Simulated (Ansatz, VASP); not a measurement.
# Two plane-wave programs on TiO2

```
Ti O
1.0
    -1.90894    1.90894    4.88836
     1.90894   -1.90894    4.88836
     1.90894    1.90894   -4.88836
Ti O
2 4
Direct
  0.00000 0.00000 0.00000
  0.75000 0.25000 0.50000
  0.23474 0.20528 0.02947
  0.98474 0.45528 0.52947
  0.57419 0.04472 0.52947
  0.82419 0.79472 0.02947
```

Change from the starting cell: all O atoms moved +0.113 Å, as atom 3 along Cartesian [0 1 0].

Alike in both runs: task single point; functional PBE; k mesh 8 × 8 × 8; occupations gaussian, width 0.05 eV; no spin polarisation; Hubbard terms Ti d U = 4.0 eV.

|  | VASP | Ansatz |
| --- | --- | --- |
| version | VASP 6.6.1 | Ansatz 0.2.0 |
| potentials or method | VASP PAW PBE potentials, release 64 (Ti_sv, O), cutoff 520 eV | scalar-relativistic, plane waves, PAW |
| valence electrons in the cell | 48 | 48 |

|  | VASP | Ansatz | Ansatz less VASP |
| --- | --- | --- | --- |
| gap on the k mesh at the Fermi level (eV) | 2.89 | 2.85 | -0.041 |
| least direct gap on the mesh (eV) | 3.08 | 3.04 | -0.047 |
| pressure (GPa) | 5.6 | 1.3 | -4.32 |
| traceless stress, the component that is largest in VASP (GPa) | 3.27 | 2.52 | -0.751 |
| rms of the force components (eV/Å) | 0.505 | 0.331 | -0.1742 |

The programs project onto different local orbitals, so the same U acts differently, and such runs can settle in different states. Atom by atom the forces differ by 0.189 eV/Å (rms over components).
